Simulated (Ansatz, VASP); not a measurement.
# Two plane-wave programs on Al2Au

File INCAR:

```
SYSTEM = Al2Au
PREC = Accurate
ENCUT = 500
EDIFF = 1E-6
ISMEAR = 0
SIGMA = 0.1
LREAL = .False.
LASPH = .True.
NELM = 120
ALGO = Normal
ISIF = 2
LWAVE = .False.
LCHARG = .False.
GGA = PE
NBANDS = 16
GGA_COMPAT = .False.
```

The input KPOINTS:

```
regular mesh
0
Gamma
  6 6 6
  0 0 0
```

Contents of POSCAR:

```
Al2Au
1.0
    0.0000000000      3.0023345900      3.0023345900
    3.0023345900      0.0000000000      3.0023345900
    3.0023345900      3.0023345900      0.0000000000
Al Au
2 1
Direct
    0.2500000000      0.2500000000      0.2500000000
    0.7500000000      0.7500000000      0.7500000000
    0.0000000000      0.0000000000      0.0000000000
```

Input for Ansatz:

```yaml
crystal:
  lattice:
    - [0.0, 3.00233459, 3.00233459]
    - [3.00233459, 0.0, 3.00233459]
    - [3.00233459, 3.00233459, 0.0]
  atoms:
    - { symbol: Al, position: [0.25, 0.25, 0.25] }
    - { symbol: Al, position: [0.75, 0.75, 0.75] }
    - { symbol: Au, position: [0.0, 0.0, 0.0] }
basis:
  ecutwfc: 420
kpoints:
  mp_grid: { grid: [6, 6, 6] }
hamiltonian:
  xc: pbe
scf:
  occupations: { method: gaussian, width: 0.1 }
  lower_state_search: "off"
output:
  forces: true
  stress: true
  eigenvalues: true
```

Alike in both runs: task single point; functional PBE; k mesh 6 × 6 × 6; occupations gaussian, width 0.1 eV; no spin polarisation.

|  | VASP | Ansatz |
| --- | --- | --- |
| version | VASP 6.6.1 | Ansatz 0.2.0 |
| potentials or method | VASP PAW PBE potentials, release 64 (Al, Au), cutoff 500 eV | scalar-relativistic, plane waves, PAW |
| valence electrons in the cell | 17 | 25 |

VASP gave:

- gap on the k mesh at the Fermi level (eV): none
- pressure (GPa): 2.9

Q: Which values does Ansatz return?

A: gap on the k mesh at the Fermi level (eV): none; pressure (GPa): 3.2.

A gap of «none» marks a metal or a gap that the smearing closes. VASP's potentials hold 17 valence electrons a cell and Ansatz's 25, so a difference there can come from the potentials and not from the codes.

Spin-orbit coupling is off throughout.
